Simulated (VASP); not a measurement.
# Zn6InO8 (a cell with a defect) in VASP: further runs, part 2 of 2

VASP 6.6.1. Earlier steps stand in the parts before.

## Step 3: Single point, PBE

INCAR

```
ALGO = Normal
EDIFF = 1E-7
ENCUT = 520
GGA = PE
ISIF = 2
ISMEAR = -1
LASPH = T
LCHARG = F
LREAL = Auto
LWAVE = F
NBANDS = 80
NELECT = 132.0
NELM = 80
PREC = Accurate
SIGMA = 0.05
```

KPOINTS

```
k-points
0
Gamma
  2 2 2
```

POSCAR

```
Zn6InO8
1.0
   -3.2494000000     -5.6281260000      0.0000000000
    4.8741000000     -2.8140630000      0.0000000000
    0.0000000000      0.0000000000      5.2038000000
Zn O In
6 8 1
Direct
    0.5223002073      0.3160407652      0.0144869134
    0.4484900173      0.6756542669      0.5280397018
    0.3044850627      0.8227828240      0.0045190053
    0.2304489952      0.1764011746      0.4881892079
    0.0271061123      0.3042960960     -0.0146673585
    0.7412204598      0.1957571166      0.5319956570
    0.4834033885      0.3520961758      0.3909118337
    0.5370227839      0.6442475194      0.8948639456
    0.2070867620      0.8483692834      0.3615778854
    0.2787051777      0.1491310405      0.8682716476
   -0.0225847975      0.3421967048      0.3620435067
    0.0581934759      0.6375041301      0.8884918713
    0.6701042965      0.8803930779      0.4172375956
    0.7711670461      0.1504698713      0.9022644990
   -0.1225895890      0.7539460392      0.1760328990
```

Potentials or basis: VASP PAW PBE potentials, release 64 (Zn, O, In_d).

The run is started by

```sh
> cat potpaw_PBE.64/Zn/POTCAR potpaw_PBE.64/O/POTCAR potpaw_PBE.64/In_d/POTCAR > POTCAR
> mpirun -np 1 vasp_std > vasp.out
```

OUTCAR:

```text
EDIFF = 1E-7
   ENCUT = 520
   GGA = PE
   ISIF = 2
   ISMEAR = -1
   LASPH = T
   LREAL = Auto
   NELECT = 132.0
   NELM = 80
   PREC = Accurate

 ion  position               nearest neighbor table
   1  0.522  0.316  0.014-   8 1.95  14 1.96   7 1.99  10 1.99   6 2.96  15 3.48
   2  0.448  0.676  0.528-  13 1.93   7 1.97   8 2.00   9 2.04   3 2.78   3 3.00  15 3.36
   3  0.304  0.823  0.005-   8 1.90   9 1.97  10 1.98  12 2.00   2 2.78  15 2.94   2 3.00
   4  0.230  0.176  0.488-   9 1.97   7 1.98  11 2.00  10 2.01   5 2.99   5 3.02
   5  0.027  0.304  0.985-  14 1.92  10 1.95  12 1.95  11 2.00  15 2.89   4 2.99   4 3.02  15 3.39

   6  0.741  0.196  0.532-  13 1.93  14 1.95  11 1.95   7 2.03   1 2.96  15 3.22
   7  0.483  0.352  0.391-   2 1.97   4 1.98   1 1.99   6 2.03
   8  0.537  0.644  0.895-   3 1.90   1 1.95   2 2.00  15 2.72
   9  0.207  0.848  0.362-   4 1.97   3 1.97   2 2.04  15 2.41
  10  0.279  0.149  0.868-   5 1.95   3 1.98   1 1.99   4 2.01
  11  0.977  0.342  0.362-   6 1.95   5 2.00   4 2.00  15 2.59
  12  0.058  0.638  0.888-   5 1.95   3 2.00  15 2.01
  13  0.670  0.880  0.417-   6 1.93   2 1.93  15 1.97
  14  0.771  0.150  0.902-   5 1.92   6 1.95   1 1.96  15 2.74
  15  0.877  0.754  0.176-  13 1.97  12 2.01   9 2.41  11 2.59   8 2.72  14 2.74   5 2.89   3 2.94
                             6 3.22   2 3.36   5 3.39   1 3.48

  LATTYP: Found a simple orthorhombic cell.
 ALAT       =     5.2038000000
 B/A-ratio  =     1.0815415505
 C/A-ratio  =     1.2488566224

  Lattice vectors:

 A1 = (   0.0000000000,   0.0000000000,  -5.2038000000)
 A2 = (   4.8741000000,  -2.8140630000,   0.0000000000)
 A3 = (  -3.2494000000,  -5.6281260000,   0.0000000000)

Analysis of symmetry for initial positions (statically):
=====================================================================
 Subroutine PRICEL returns:
 Original cell was already a primitive cell.

 Routine SETGRP: Setting up the symmetry group for a
 simple orthorhombic supercell.

 Subroutine GETGRP returns: Found  1 space group operations
 (whereof  1 operations were pure point group operations)
 out of a pool of  8 trial point group operations.

The static configuration has the point symmetry C_1 .

Analysis of symmetry for dynamics (positions and initial velocities):
=====================================================================
 Subroutine PRICEL returns:
 Original cell was already a primitive cell.

 Routine SETGRP: Setting up the symmetry group for a
 simple orthorhombic supercell.

 Subroutine GETGRP returns: Found  1 space group operations
 (whereof  1 operations were pure point group operations)
 out of a pool of  8 trial point group operations.

The dynamic configuration has the point symmetry C_1 .

 Subroutine INISYM returns: Found  1 space group operations
 (whereof  1 operations are pure point group operations),
 and found     1 'primitive' translations

----------------------------------------------------------------------------------------

                                     Primitive cell

  volume of cell :     190.3345

  direct lattice vectors                    reciprocal lattice vectors
    -3.249400000 -5.628126000  0.000000000    -0.076937281 -0.133259277  0.000000000
[... 79 lines left out ...]
   total plane-waves  NPLWV =  80640
   dimension x,y,z NGX =    48 NGY =   42 NGZ =   40
   dimension x,y,z NGXF=    96 NGYF=   84 NGZF=   80
   ions per type =               6   8   1
   NGX,Y,Z   is equivalent  to a cutoff of  12.28, 12.41, 12.78 a.u.
   NGXF,Y,Z  is equivalent  to a cutoff of  24.56, 24.81, 25.56 a.u.
 SYSTEM =  unknown system
   PREC   = accura    normal or accurate (medium, high low for compatibility)
   ISTART =      0    job   : 0-new  1-cont  2-samecut
   ICHARG =      2    charge: 1-file 2-atom 10-const
   ISPIN  =      1    spin polarized calculation?
   LNONCOLLINEAR =      F non collinear calculations
   LSORBIT =      F    spin-orbit coupling
   LASPH  =      T    aspherical Exc in radial PAW
   ENCUT  =  520.0 eV  38.22 Ry    6.18 a.u.  12.08 10.46  9.68*2*pi/ulx,y,z
   NELM   =     80;   NELMIN=  2; NELMDL= -5     # of ELM steps
   EDIFF  = 0.1E-06   stopping-criterion for ELM
   LREAL  =      T    real-space projection
   EDIFFG = 0.1E-05   stopping-criterion for IOM
   NSW    =      0    number of steps for IOM
   IBRION =     -1    ionic relax: 0-MD 1-quasi-New 2-CG
   NFREE  =      0    steps in history (QN), initial steepest desc. (CG)
   ISIF   =      2    stress and relaxation
   ISYM   =      2    0-nonsym 1-usesym 2-fastsym
   POTIM  = 0.5000    time-step for ionic-motion
   TEBEG  =    0.0;   TEEND  =   0.0 temperature during run
   PSTRESS=    0.0 pullay stress
   NELECT =     132.0000    total number of electrons
   NUPDOWN=      -1.0000    fix difference up-down
   EMIN   =  10.00;   EMAX   =-10.00  energy-range for DOS
   EFERMI =   0.00;   METHOD = LEGACY
   ISMEAR =    -1;   SIGMA  =   0.05  broadening in eV -4-tet -1-fermi 0-gaus
   EFERMI_NEDOS =   21; number of points for ismear=-14 and -15
   IALGO  =     38    algorithm
   IMIX   =      4    mixing-type and parameters
     AMIX     =   0.40;   BMIX     =  1.00
     AMIX_MAG =   1.60;   BMIX_MAG =  1.00
  volume/ion in A,a.u.               =      12.69        85.63
  Fermi-wavevector in a.u.,A,eV,Ry     =   1.449084  2.738372 28.570125  2.099845
  Thomas-Fermi vector in A             =   2.566851
   LORBIT       =      0    0 simple, 1 ext, 2 COOP (PROOUT), +10 PAW based schemes
   GGA     = PE    functional components
[... 5 lines left out ...]
 non-spin polarized calculation
  energy-cutoff  :      520.00
  volume of cell :      190.33
 maximum number of plane-waves:      5148
   NGX = 25   NGY = 21   NGZ = 19

 number of electron     131.9999997 magnetization

 Free energy of the ion-electron system (eV)
  ---------------------------------------------------
  ext. energy  EPLUGINS =         0.00000000
  ---------------------------------------------------
  free energy    TOTEN  =       -67.65807877 eV

  energy without entropy =      -67.57053114  energy(sigma->0) =      -67.61430496

 E-fermi :   0.9627     XC(G=0): -10.5160

 val. band max:        0.9483831170   @ k =   0.0000   0.0000   0.5000
 cond. band min:       0.9656086268   @ k =   0.5000  -0.0000   0.0000
 fundamental gap:      0.0172255098
 Fermi energy:         0.9627323854

 k-point     1 :       0.0000    0.0000    0.0000
  band No.  band energies     occupation
      1     -16.6887      2.00000
      2     -16.2287      2.00000
      3     -16.0290      2.00000
      4     -15.8037      2.00000
      5     -15.7345      2.00000
      6     -15.6800      2.00000
[... 637 lines left out ...]
     77       9.9477      0.00000
     78      10.4152      0.00000
 [bands above 78 left out]

------------------------ aborting loop because EDIFF is reached ----------------------------------------

  FORCE on cell =-STRESS in cart. coord.  units (eV):
  Direction    XX          YY          ZZ          XY          YZ          ZX
  --------------------------------------------------------------------------------------
  -------------------------------------------------------------------------------------
  Total       -5.4848781     -4.8189502     -3.3911844     -2.1622348      3.1267446      5.8434116
  in kB      -46.1700114    -40.5644357    -28.5459441    -18.2010250     26.3199716     49.1880355
  external PRESSURE =     -38.4267970 kB  Pullay stress =       0.0000000 kB

 VOLUME and BASIS-vectors are now :
 -----------------------------------------------------------------------------
  energy-cutoff  :      520.00
  volume of cell :      190.33
      direct lattice vectors                 reciprocal lattice vectors
    -3.249400000 -5.628126000  0.000000000    -0.076937281 -0.133259277  0.000000000
     4.874100000 -2.814063000  0.000000000     0.153874561 -0.088839518  0.000000000
     0.000000000  0.000000000  5.203800000     0.000000000  0.000000000  0.192167262

 POSITION                                       TOTAL-FORCE (eV/Angst)
 -----------------------------------------------------------------------------------
     -0.15675     -3.82893      0.07539        -0.029709     -0.001100      0.012687
      1.83588     -4.42549      2.74781         0.023688      0.045798      0.000275
      3.02093     -4.02904      0.02352        -0.007339     -0.052806      0.013106
      0.11098     -1.79340      2.54044         0.026405      0.007746      0.025560
      1.39509     -1.00887      5.12747        -0.038515     -0.015905      0.013524
     -1.45438     -4.72256      2.76840         0.028616      0.012146      0.001222
      0.14538     -3.71148      2.03423         0.010070      0.002590      0.001803
      1.39513     -4.83538      4.65669        -0.052529     -0.094473     -0.016434
      3.46213     -3.55288      1.88158         0.022103      0.087087      0.033187
     -0.17874     -1.98825      4.51831        -0.022661     -0.019794      0.001777
     -1.50811     -6.46398      1.88400         0.057449     -0.010844      0.030800
      2.91816     -2.12150      4.62353        -0.047250     -0.053781     -0.106811
      2.11369     -6.24891      2.17122        -0.011362     -0.001219     -0.180214
     -1.77242     -4.76366      4.69520        -0.101622      0.035102      0.027486
      0.82375     -7.05983      0.91604         0.142655      0.059452      0.142034
 -----------------------------------------------------------------------------------
    total drift:                               -0.000009      0.014183      0.013560

  FREE ENERGIE OF THE ION-ELECTRON SYSTEM (eV)
  ---------------------------------------------------
  free  energy   TOTEN  =       -67.6580787713 eV

  energy  without entropy=      -67.5705311406  energy(sigma->0) =      -67.61430496
```

Wall time 8 min (1 thread of Intel Xeon 8259CL, shared host); peak memory 0.31 GiB.

Results:

```yaml
Free_energy: -67.6581 eV
Largest_force: 0.210 eV/Å
```

Forces on the atoms (eV/Å):
```
Zn  -0.030 -0.001  0.013
Zn   0.024  0.046  0.000
Zn  -0.007 -0.053  0.013
Zn   0.026  0.008  0.026
Zn  -0.039 -0.016  0.014
Zn   0.029  0.012  0.001
O    0.010  0.003  0.002
O   -0.053 -0.094 -0.016
O    0.022  0.087  0.033
O   -0.023 -0.020  0.002
O    0.057 -0.011  0.031
O   -0.047 -0.054 -0.107
O   -0.011 -0.001 -0.180
O   -0.102  0.035  0.027
In   0.143  0.059  0.142
```

Caveat: the k points lie up to 0.60 Å⁻¹ apart, too coarse for converged energies and pressures of a metal; the cell carries a net charge on a neutralising background, which shifts energy and pressure; the cell is charged against a uniform background, so pressure and absolute levels hang on convention; spin-orbit coupling is left out, which moves the levels of the heavy elements.
